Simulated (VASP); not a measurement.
**CdS (strained zincblende): one PBE single-point calculation in two programs**

```
CELL_PARAMETERS angstrom
0.00000 2.90982 2.90982
2.90982 0.00000 2.90982
2.90982 2.90982 0.00000
ATOMIC_POSITIONS crystal
Cd 0.00000 0.00000 0.00000
S 0.25000 0.25000 0.25000
```

Datasets and cutoffs are each program's own. VASP's cell holds 18 valence electrons and Ansatz's 26. Ansatz's stress includes a Pulay correction; VASP's doesn't.

Cutoffs: 520 eV in VASP, 420 eV in Ansatz. k meshes: 8×8×8 and 8×8×8.

|  | VASP | Ansatz |
| --- | --- | --- |
| gap between bands v and c | 1.16 eV | 1.16 eV |
| least direct gap | 1.16 eV | 1.16 eV |
| pressure | 3.7 GPa | 3.3 GPa |

Band v is the last that the valence electrons fill when counted band by band, and c is the next. Levels in eV from the top of v, Ansatz:

```tsv
point	v−1	v	c	c+1
Γ	0.00	0.00	1.16	6.52
X	-1.90	-1.90	3.55	4.36
K	-2.56	-1.54	4.24	5.46
L	-0.76	-0.76	3.02	6.99
W	-2.29	-2.21	5.43	5.45
```

VASP:

```csv
point,v−1,v,c,c+1
Γ,0.00,0.00,1.16,6.55
X,-1.90,-1.90,3.54,4.36
K,-2.56,-1.55,4.24,5.47
L,-0.76,-0.76,3.03,7.01
W,-2.30,-2.22,5.44,5.46
```

VASP's potentials hold 18 valence electrons a cell and Ansatz's 26, so a difference between the two programs can come from the potentials and not from the codes.
